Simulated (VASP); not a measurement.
Set up this calculation in VASP 6.6.1, as the native input.

```
Task                   : single point
Functional             : PBE
Potentials or basis    : VASP PAW PBE potentials, release 64 (Ta_pv, Te, H)
Cutoff                 : 520 eV
k mesh                 : 4 × 4 × 4
Occupations            : gaussian, width 0.1 eV
Spin                   : no spin polarisation
Dipole correction      : no
Further INCAR settings : ALGO = Normal; EDIFF = 1e-07; NBANDS = 34
```

The structure of TaTe2H lies in POSCAR:

```
TaTe2H
1.0
    1.7583064596     -7.0962175484      0.0000000000
    1.7583064596      7.0962175484      0.0000000000
    0.0000000000      0.0000000000      6.8910869953
Ta Te H
2 4 2
Direct
    0.5054955486      0.4945044514      0.7500000000
    0.4945044514      0.5054955486      0.2500000000
    0.1165312202      0.8834687798      1.0152768817
    0.1165312202      0.8834687798      0.4847231183
    0.8834687798      0.1165312202     -0.0152768817
    0.8834687798      0.1165312202      0.5152768817
    0.6317412971      0.3682587029      0.7500000000
    0.3682587029      0.6317412971      0.2500000000
```

The cell was generated, and may not be a known phase.

The input as run:

INCAR

```
SYSTEM = TaTe2H
  ALGO = Normal
  EDIFF = 1E-7
  ENCUT = 520
  GGA = PE
  ISIF = 2
  ISMEAR = 0
  LASPH = .TRUE.
  LCHARG = .FALSE.
  LREAL = .FALSE.
  LWAVE = .FALSE.
  NBANDS = 34
  NELM = 100
  PREC = Accurate
  SIGMA = 0.1
```

KPOINTS

```
k-points
0
G
  4 4 4
  0 0 0
```

Potentials or basis: VASP PAW PBE potentials, release 64 (Ta_pv, Te, H).

Run with:

```bash
$ cat potpaw_PBE.64/Ta_pv/POTCAR potpaw_PBE.64/Te/POTCAR potpaw_PBE.64/H/POTCAR > POTCAR
$ mpirun -np 1 vasp_std > vasp.out
```

It gave:

| Property | Result |
| --- | --- |
| Pressure | 0.0 GPa |
| Largest force | 0.016 eV/Å |
| Band gap on the k mesh | zero (bands 24 and 25 overlap by 0.57 eV) |

Caveat: the k points lie up to 0.46 Å⁻¹ apart, too coarse for converged energies and pressures of a metal; spin-orbit coupling is left out, which moves the levels of the heavy elements.

It took 3.1 min on 1 thread of Intel(R) Xeon(R) 6975P-C (Granite Rapids) (shared host), peak memory 0.45 GiB.
